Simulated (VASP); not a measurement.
A run of VASP 6.6.1:

INCAR

```
ALGO = Normal
EDIFF = 1E-7
ENCUT = 520
GGA = CA
ISIF = 2
ISMEAR = 0
LASPH = True
LCHARG = False
LREAL = False
LWAVE = False
NBANDS = 26
NELM = 60
PREC = Accurate
SIGMA = 0.05
```

Contents of KPOINTS:

```
k-points
0
Gamma
  10 10 3
```

File POSCAR:

```
SiC
1.0
   -3.0759982064      0.0000000000      0.0000000000
   -1.5379991032     -2.6638925888      0.0000000000
   -4.2296513338     -2.4419903361     10.0960000000
Si C
4 4
Direct
   -0.2659592917     -0.2659592917      0.6537500000
    0.1923907083      0.1923907083      0.1537500000
   -0.1618009583     -0.1618009583      0.9037500000
    0.2965490417      0.2965490417      0.4037500000
   -0.4424240417     -0.4424240417      0.8462500000
    0.0159259583      0.0159259583      0.3462500000
    0.5784342917      0.5784342917      0.0962500000
    0.1200842917      0.1200842917      0.5962500000
```

Potentials or basis: VASP PAW LDA potentials, release 64 (Si, C).

Command:

```sh
$ cat potpaw_LDA.64/Si/POTCAR potpaw_LDA.64/C/POTCAR > POTCAR
$ mpirun -np 1 vasp_std > vasp.out
```

Hardware: 1 thread of AMD EPYC 7R43 64-Core Processor (Zen 3) (shared host).

**Question.** How long does it take, and how much memory?

**Answer.** Wall time 2.7 min on 1 thread of AMD EPYC 7R43 64-Core Processor (Zen 3) (shared host), peak memory 0.23 GiB. Counts: scf iterations 14, k points 86.
